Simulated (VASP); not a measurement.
# Y2GeRh3 (R-3m) in VASP: single point with LDA

Aim: the single point of Y2GeRh3 with LDA.

Program: VASP 6.6.1. These are calculated values, not measurements. Logs are shortened: lines on timing, memory, paths and dates and some standing lists are left out, and cuts for length are marked.

## 1. The cell of the first run

Symmetry: R-3m, No. 166, trigonal system. Conventional cell: a = 5.577 Å, b = 5.577 Å, c = 11.818 Å, α = 90.00°, β = 90.00°, γ = 120.00°. Within 3.8 Å of Y (site symmetry 3m) lie 9 Rh at 2.90 to 3.18 Å and 4 Y at 3.06 to 3.34 Å and 3 Ge at 3.25 Å. Ge (site symmetry -3m) has 6 Rh at 2.54 Å and 6 Y at 3.25 Å within 3.4 Å. Within 3.4 Å of Rh (site symmetry 2/m) lie 2 Ge at 2.54 Å and 4 Rh at 2.79 Å and 6 Y at 2.90 to 3.18 Å.

## 2. Single point, LDA

INCAR

```
ALGO = Normal
EDIFF = 1E-7
ENCUT = 520
ISIF = 2
ISMEAR = 0
LASPH = True
LCHARG = False
LREAL = False
LWAVE = False
NBANDS = 50
NELM = 80
PREC = Accurate
SIGMA = 0.1
```

KPOINTS

```
k-points
0
Gamma
  3 3 3
```

POSCAR

```
Y2GeRh3
1.0
    2.7885900000      1.6099900000      3.9394900000
   -2.7885900000      1.6099900000      3.9394900000
    0.0000000000     -3.2199800000      3.9394900000
Y Ge Rh
2 1 3
Direct
    0.6293400000      0.6293400000      0.6293400000
    0.3706600000      0.3706600000      0.3706600000
    0.0000000000      0.0000000000      0.0000000000
    0.0000000000      0.0000000000      0.5000000000
    0.0000000000      0.5000000000      0.0000000000
    0.5000000000      0.0000000000      0.0000000000
```

Potentials or basis: VASP PAW LDA potentials, release 64 (Y_sv, Ge_d, Rh_pv).

Launch:

```bash
$ cat potpaw_LDA.64/Y_sv/POTCAR potpaw_LDA.64/Ge_d/POTCAR potpaw_LDA.64/Rh_pv/POTCAR > POTCAR
$ mpirun -np 1 vasp_std > vasp.out
```

OUTCAR:

```text
EDIFF = 1E-7
   ENCUT = 520
   ISIF = 2
   ISMEAR = 0
   LASPH = True
   LREAL = False
   NELM = 80
   PREC = Accurate

 ion  position               nearest neighbor table
   1  0.629  0.629  0.629-   4 2.90   5 2.90   6 2.90   2 3.06   5 3.18   6 3.18   6 3.18   5 3.18
                             4 3.18   4 3.18   3 3.25   3 3.25   3 3.25   2 3.34   2 3.34   2 3.34
   2  0.371  0.371  0.371-   4 2.90   5 2.90   6 2.90   1 3.06   5 3.18   6 3.18   5 3.18   6 3.18
                             4 3.18   4 3.18   3 3.25   3 3.25   3 3.25   1 3.34   1 3.34   1 3.34
   3  0.000  0.000  0.000-   4 2.54   4 2.54   6 2.54   5 2.54   5 2.54   6 2.54   2 3.25   1 3.25
                             2 3.25   1 3.25   2 3.25   1 3.25
   4  0.000  0.000  0.500-   3 2.54   3 2.54   5 2.79   6 2.79   5 2.79   6 2.79   1 2.90   2 2.90
                             2 3.18   1 3.18   2 3.18   1 3.18
   5  0.000  0.500  0.000-   3 2.54   3 2.54   4 2.79   4 2.79   6 2.79   6 2.79   1 2.90   2 2.90
                             2 3.18   1 3.18   2 3.18   1 3.18
   6  0.500  0.000  0.000-   3 2.54   3 2.54   4 2.79   4 2.79   5 2.79   5 2.79   1 2.90   2 2.90
                             1 3.18   2 3.18   1 3.18   2 3.18

  LATTYP: Found a trigonal (rhomboedric) cell.
 ALAT       =     5.0880137036
 COS(alpha) =     0.3992375465

  Lattice vectors:

 A1 = (   2.7885900000,   1.6099900000,   3.9394900000)
 A2 = (  -2.7885900000,   1.6099900000,   3.9394900000)
 A3 = (   0.0000000000,  -3.2199800000,   3.9394900000)

Analysis of symmetry for initial positions (statically):
=====================================================================
 Subroutine PRICEL returns:
 Original cell was already a primitive cell.

 Routine SETGRP: Setting up the symmetry group for a
 trigonal (rhombohedral) supercell.

 Subroutine GETGRP returns: Found 12 space group operations
 (whereof 12 operations were pure point group operations)
 out of a pool of 12 trial point group operations.

The static configuration has the point symmetry D_3d.

Analysis of symmetry for dynamics (positions and initial velocities):
=====================================================================
 Subroutine PRICEL returns:
 Original cell was already a primitive cell.

 Routine SETGRP: Setting up the symmetry group for a
 trigonal (rhombohedral) supercell.

 Subroutine GETGRP returns: Found 12 space group operations
 (whereof 12 operations were pure point group operations)
 out of a pool of 12 trial point group operations.

The dynamic configuration has the point symmetry D_3d.

 Subroutine INISYM returns: Found 12 space group operations
 (whereof 12 operations are pure point group operations),
 and found     1 'primitive' translations

----------------------------------------------------------------------------------------

                                     Primitive cell

  volume of cell :     106.1205

  direct lattice vectors                    reciprocal lattice vectors
     2.788590000  1.609990000  3.939490000     0.179302085  0.103520312  0.084613321
    -2.788590000  1.609990000  3.939490000    -0.179302085  0.103520312  0.084613321
     0.000000000 -3.219980000  3.939490000     0.000000000 -0.207040623  0.084613321

  length of vectors
     5.088013704  5.088013704  5.088010678     0.223662931  0.223662931  0.223663215

  position of ions in fractional coordinates (direct lattice)
     0.629340000  0.629340000  0.629340000
     0.370660000  0.370660000  0.370660000
     0.000000000  0.000000000  0.000000000
     0.000000000  0.000000000  0.500000000
     1.000000000  0.500000000  0.000000000
     0.500000000  1.000000000  0.000000000

  ion indices of the primitive-cell ions
   primitive index   ion index
                 1           1
                 2           2
                 3           3
                 4           4
                 5           5
                 6           6

----------------------------------------------------------------------------------------

 KPOINTS: k-points

Automatic generation of k-mesh.
 Grid dimensions read from file:
 generate k-points for:    3    3    3

 Generating k-lattice:

  Cartesian coordinates                     Fractional coordinates (reciprocal lattice)
     0.059767362  0.034506771  0.028204440     0.333333333 -0.000000000  0.000000000
    -0.059767362  0.034506771  0.028204440    -0.000000000  0.333333333  0.000000000
     0.000000000 -0.069013541  0.028204440     0.000000000  0.000000000  0.333333333

  Length of vectors
     0.074554310  0.074554310  0.074554405

  Shift w.r.t. Gamma in fractional coordinates (k-lattice)
     0.000000000  0.000000000  0.000000000

 Subroutine IBZKPT returns following result:
 ===========================================

 Found      6 irreducible k-points:

 Following reciprocal coordinates:
            Coordinates               Weight
  0.000000  0.000000  0.000000      1.000000
  0.333333  0.000000  0.000000      6.000000
  0.333333  0.333333  0.000000      6.000000
 -0.333333  0.333333  0.000000      6.000000
  0.333333  0.333333  0.333333      2.000000
 -0.333333  0.333333  0.333333      6.000000
   k-points           NKPTS =      6   k-points in BZ     NKDIM =      6   number of bands    NBANDS=     50
   number of dos      NEDOS =    301   number of ions     NIONS =      6
   total plane-waves  NPLWV =  64000
   dimension x,y,z NGX =    40 NGY =   40 NGZ =   40
   dimension x,y,z NGXF=    80 NGYF=   80 NGZF=   80
   ions per type =               2   1   3
   NGX,Y,Z   is equivalent  to a cutoff of  13.07, 13.07, 13.07 a.u.
   NGXF,Y,Z  is equivalent  to a cutoff of  26.14, 26.14, 26.14 a.u.
 SYSTEM =  unknown system
   PREC   = accura    normal or accurate (medium, high low for compatibility)
   ISTART =      0    job   : 0-new  1-cont  2-samecut
   ICHARG =      2    charge: 1-file 2-atom 10-const
   ISPIN  =      1    spin polarized calculation?
   LNONCOLLINEAR =      F non collinear calculations
   LSORBIT =      F    spin-orbit coupling
   LASPH  =      T    aspherical Exc in radial PAW
   ENCUT  =  520.0 eV  38.22 Ry    6.18 a.u.   9.46  9.46  9.46*2*pi/ulx,y,z
   NELM   =     80;   NELMIN=  2; NELMDL= -5     # of ELM steps
   EDIFF  = 0.1E-06   stopping-criterion for ELM
   LREAL  =      F    real-space projection
   EDIFFG = 0.1E-05   stopping-criterion for IOM
   NSW    =      0    number of steps for IOM
   IBRION =     -1    ionic relax: 0-MD 1-quasi-New 2-CG
   NFREE  =      0    steps in history (QN), initial steepest desc. (CG)
   ISIF   =      2    stress and relaxation
   ISYM   =      2    0-nonsym 1-usesym 2-fastsym
   POTIM  = 0.5000    time-step for ionic-motion
   TEBEG  =    0.0;   TEEND  =   0.0 temperature during run
   PSTRESS=    0.0 pullay stress
   NELECT =      81.0000    total number of electrons
   NUPDOWN=      -1.0000    fix difference up-down
   EMIN   =  10.00;   EMAX   =-10.00  energy-range for DOS
   EFERMI =   0.00;   METHOD = LEGACY
   ISMEAR =     0;   SIGMA  =   0.10  broadening in eV -4-tet -1-fermi 0-gaus
   EFERMI_NEDOS =   21; number of points for ismear=-14 and -15
   IALGO  =     38    algorithm
   IMIX   =      4    mixing-type and parameters
     AMIX     =   0.40;   BMIX     =  1.00
     AMIX_MAG =   1.60;   BMIX_MAG =  1.00
  volume/ion in A,a.u.               =      17.69       119.36
  Fermi-wavevector in a.u.,A,eV,Ry     =   1.496133  2.827281 30.455462  2.238413
  Thomas-Fermi vector in A             =   2.608188
   LORBIT       =      0    0 simple, 1 ext, 2 COOP (PROOUT), +10 PAW based schemes
   GGA     = CA    functional components
   LHFCALC =     F    Hartree Fock is set to
   AEXX    =    0.0000 exact exchange contribution
   IVDW    =     0    specifies the selected vdW correction
   LEPSILON=     F    determine dielectric tensor
   LRPA    =     F    only Hartree local field effects (RPA)
 non-spin polarized calculation
 Gauss-broadening in eV      SIGMA  =   0.10
  energy-cutoff  :      520.00
  volume of cell :      106.12
 maximum number of plane-waves:      2871
 NGX is ok and might be reduce to    40
   NGX = 19   NGY = 19   NGZ = 19

 number of electron      80.9999975 magnetization

 Free energy of the ion-electron system (eV)
  ---------------------------------------------------
  ext. energy  EPLUGINS =         0.00000000
  ---------------------------------------------------
  free energy    TOTEN  =       -50.57279111 eV

  energy without entropy =      -50.55178279  energy(sigma->0) =      -50.56228695

 E-fermi :   7.8508     XC(G=0): -12.4609

 val. band max:        7.7561121398   @ k =   0.3333   0.3333   0.0000
 cond. band min:       7.9147213434   @ k =  -0.3333   0.3333   0.3333
 fundamental gap:      0.1586092036
 Fermi energy:         7.8508165811

 k-point     1 :       0.0000    0.0000    0.0000
  band No.  band energies     occupation
      1     -38.4442      2.00000
      2     -38.2535      2.00000
      3     -38.2535      2.00000
      4     -38.2150      2.00000
      5     -38.1644      2.00000
      6     -38.1644      2.00000
[... 42 lines left out ...]
     49      12.8872      0.00000
     50      12.8872      0.00000

 k-point     2 :       0.3333    0.0000    0.0000
  band No.  band energies     occupation
      1     -38.3876      2.00000
      2     -38.2693      2.00000
      3     -38.2401      2.00000
      4     -38.2004      2.00000
      5     -38.1563      2.00000
      6     -38.1314      2.00000
[... 42 lines left out ...]
     49      12.0797      0.00000
     50      12.4138      0.00000

 k-point     3 :       0.3333    0.3333    0.0000
  band No.  band energies     occupation
      1     -38.3886      2.00000
      2     -38.2689      2.00000
      3     -38.2396      2.00000
      4     -38.2025      2.00000
      5     -38.1567      2.00000
      6     -38.1313      2.00000
[... 42 lines left out ...]
     49      12.0015      0.00000
     50      12.1462      0.00000

 k-point     4 :      -0.3333    0.3333    0.0000
  band No.  band energies     occupation
      1     -38.3193      2.00000
      2     -38.3175      2.00000
      3     -38.2329      2.00000
      4     -38.1724      2.00000
      5     -38.1714      2.00000
      6     -38.1292      2.00000
[... 42 lines left out ...]
     49      11.6838      0.00000
     50      12.6653      0.00000

 k-point     5 :       0.3333    0.3333    0.3333
  band No.  band energies     occupation
      1     -38.4458      2.00000
      2     -38.2528      2.00000
      3     -38.2528      2.00000
      4     -38.2204      2.00000
      5     -38.1651      2.00000
      6     -38.1651      2.00000
[... 42 lines left out ...]
     49      11.9639      0.00000
     50      12.2270      0.00000

 k-point     6 :      -0.3333    0.3333    0.3333
  band No.  band energies     occupation
      1     -38.3894      2.00000
      2     -38.2682      2.00000
      3     -38.2395      2.00000
      4     -38.2040      2.00000
      5     -38.1581      2.00000
      6     -38.1320      2.00000
[... 42 lines left out ...]
     49      11.4053      0.00000
     50      12.0490      0.00000

------------------------ aborting loop because EDIFF is reached ----------------------------------------

  FORCE on cell =-STRESS in cart. coord.  units (eV):
  Direction    XX          YY          ZZ          XY          YZ          ZX
  --------------------------------------------------------------------------------------
  -------------------------------------------------------------------------------------
  Total       -5.2761867     -5.2761658     -4.1789210      0.0000000      0.0000000      0.0000000
  in kB      -79.6584117    -79.6580964    -63.0921964      0.0000000      0.0000000      0.0000000
  external PRESSURE =     -74.1362348 kB  Pullay stress =       0.0000000 kB

 VOLUME and BASIS-vectors are now :
 -----------------------------------------------------------------------------
  energy-cutoff  :      520.00
  volume of cell :      106.12
      direct lattice vectors                 reciprocal lattice vectors
     2.788590000  1.609990000  3.939490000     0.179302085  0.103520312  0.084613321
    -2.788590000  1.609990000  3.939490000    -0.179302085  0.103520312  0.084613321
     0.000000000 -3.219980000  3.939490000     0.000000000 -0.207040623  0.084613321

 POSITION                                       TOTAL-FORCE (eV/Angst)
 -----------------------------------------------------------------------------------
      0.00000      0.00000      7.43784         0.000000      0.000000     -0.030961
      0.00000      0.00000      4.38063         0.000000     -0.000000      0.030961
      0.00000      0.00000      0.00000         0.000000      0.000000      0.000000
      0.00000     -1.60999      1.96975        -0.000000      0.000000      0.000000
     -1.39430      0.80500      1.96975        -0.000000      0.000000      0.000000
      1.39430      0.80500      1.96975         0.000000      0.000000      0.000000
 -----------------------------------------------------------------------------------
    total drift:                               -0.000000      0.000000     -0.000000

  FREE ENERGIE OF THE ION-ELECTRON SYSTEM (eV)
  ---------------------------------------------------
  free  energy   TOTEN  =       -50.5727911073 eV

  energy  without entropy=      -50.5517827896  energy(sigma->0) =      -50.56228695
```

Wall time 66 s (1 thread of Intel Xeon 8259CL, shared host); peak memory 0.22 GiB.

Results:

* Free energy: -50.5728 eV
* Pressure: -7.4 GPa
* Largest force: 0.031 eV/Å
* Band gap on the k mesh: zero (an odd number of electrons rules out a gap without spin polarisation)

Forces in eV/Å, atoms in the order of the input:
```
Y    0.000  0.000 -0.031
Y    0.000  0.000  0.031
Ge   0.000  0.000  0.000
Rh   0.000  0.000  0.000
Rh   0.000  0.000  0.000
Rh   0.000  0.000  0.000
```

Stress tensor (GPa, compression positive):
```
-7.97  0.00  0.00
 0.00 -7.97  0.00
 0.00  0.00 -6.31
```

Caveat: the k points lie up to 0.47 Å⁻¹ apart, too coarse for converged energies and pressures of a metal.
